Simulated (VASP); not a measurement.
Wanted: the native input for a VASP 6.6.1 run.

```yaml
Task: single point
Functional: HSE06
Potentials_or_basis: VASP PAW PBE potentials, release 64 (In_d, Al, As)
Cutoff: 400 eV
k_mesh: 2 × 2 × 2
Occupations: gaussian, width 0.01 eV
Spin: no spin polarisation
Dipole_correction: no
Grid_for_exact_exchange_PRECFOCK: Fast
Further_INCAR_settings: ALGO = Normal; EDIFF = 1e-06; NBANDS = 56
Share_of_exact_exchange: 0.25
Screening_parameter: 0.2079 1/Å
```

Crystal: Al3InAs4.

```
In Al As
1.0
     5.77300   -5.77447   -0.00120
     5.77300    0.00120    5.77447
     0.00000   -5.77327    5.77327
In Al As
2 6 8
Direct
  0.50071 0.00071 0.99929
  0.50071 0.00071 0.49929
  0.50088 0.49887 0.00012
  0.50088 0.49887 0.50012
  0.99887 0.00088 0.00012
  0.99887 0.00088 0.50012
  0.99985 0.49985 0.00015
  0.99985 0.49985 0.50015
  0.36990 0.39058 0.86976
  0.36990 0.39058 0.36976
  0.36408 0.86408 0.88592
  0.36408 0.86408 0.38592
  0.87513 0.37513 0.87487
  0.87513 0.37513 0.37487
  0.89058 0.86990 0.86976
  0.89058 0.86990 0.36976
```

One way to write it, as run:

POSCAR

```
Al3InAs4
1.0
    5.7729993954     -5.7744706944     -0.0011988777
    5.7729993954      0.0011988777      5.7744706944
    0.0000000000     -5.7732718167      5.7732718167
In Al As
2 6 8
Direct
    0.5007107189      0.0007107189     -0.0007107189
    0.5007107189      0.0007107189      0.4992892811
    0.5008782565      0.4988733669      0.0001241883
    0.5008782565      0.4988733669      0.5001241883
   -0.0011266331      0.0008782565      0.0001241883
   -0.0011266331      0.0008782565      0.5001241883
   -0.0001519564      0.4998480436      0.0001519564
   -0.0001519564      0.4998480436      0.5001519564
    0.3698986918      0.3905821426      0.8697595828
    0.3698986918      0.3905821426      0.3697595828
    0.3640752619      0.8640752619      0.8859247381
    0.3640752619      0.8640752619      0.3859247381
    0.8751335181      0.3751335181      0.8748664819
    0.8751335181      0.3751335181      0.3748664819
    0.8905821426      0.8698986918      0.8697595828
    0.8905821426      0.8698986918      0.3697595828
```

INCAR.step1

```
SYSTEM = Al3InAs4
PREC     = Accurate       ! precision mode
ENCUT    = 400            ! plane-wave cutoff, eV
EDIFF    = 1E-5           ! SCF threshold, eV
ISMEAR   = 0              ! smearing method
SIGMA    = 0.01           ! smearing width, eV
LREAL    = .False.        ! projectors in reciprocal space
LASPH    = .True.         ! aspherical terms in the spheres
NELM     = 120            ! most SCF steps
ALGO     = Normal         ! electronic algorithm
ISIF     = 2              ! what is computed and relaxed
LWAVE    = .True.         ! write WAVECAR
LCHARG   = .False.        ! write CHGCAR
NBANDS   = 56             ! bands
GGA      = PE             ! functional
GGA_COMPAT= .False.
```

INCAR.step2

```
SYSTEM = Al3InAs4
PREC     = Accurate       ! precision mode
ENCUT    = 400            ! plane-wave cutoff, eV
EDIFF    = 1E-6           ! SCF threshold, eV
ISMEAR   = 0              ! smearing method
SIGMA    = 0.01           ! smearing width, eV
LREAL    = .False.        ! projectors in reciprocal space
LASPH    = .True.         ! aspherical terms in the spheres
NELM     = 120            ! most SCF steps
ALGO     = Normal         ! electronic algorithm
ISIF     = 2              ! what is computed and relaxed
LWAVE    = .False.        ! write WAVECAR
LCHARG   = .False.        ! write CHGCAR
GGA      = PE             ! functional
LHFCALC  = .True.         ! exact exchange
HFSCREEN = 0.2079         ! screening, 1/A
PRECFOCK = Fast         
NBANDS   = 56             ! bands
ISTART   = 1            
GGA_COMPAT= .False.
```

KPOINTS

```
Automatic mesh
0
Gamma
  2 2 2
  0 0 0
```

Potentials or basis: VASP PAW PBE potentials, release 64 (In_d, Al, As).

Command:

```bash
$ cat potpaw_PBE.64/In_d/POTCAR potpaw_PBE.64/Al/POTCAR potpaw_PBE.64/As/POTCAR > POTCAR
$ cp INCAR.step1 INCAR
$ mpirun -np 1 vasp_std > vasp.out
$ cp INCAR.step2 INCAR
$ mpirun -np 1 vasp_std > vasp.out
```

Results of the run:

The pressure is 0.4 GPa, the largest force is 0.053 eV/Å and the band gap on the k mesh is 1.87 eV.

Caveat: the k points lie up to 0.47 Å⁻¹ apart; the PAW data sets were made with another functional, which shifts forces and pressure a little; spin-orbit coupling is left out, which moves the levels of the heavy elements.

Wall time 51 min on 1 thread of Intel Xeon 8259CL, on a shared host, peak memory 0.56 GiB.
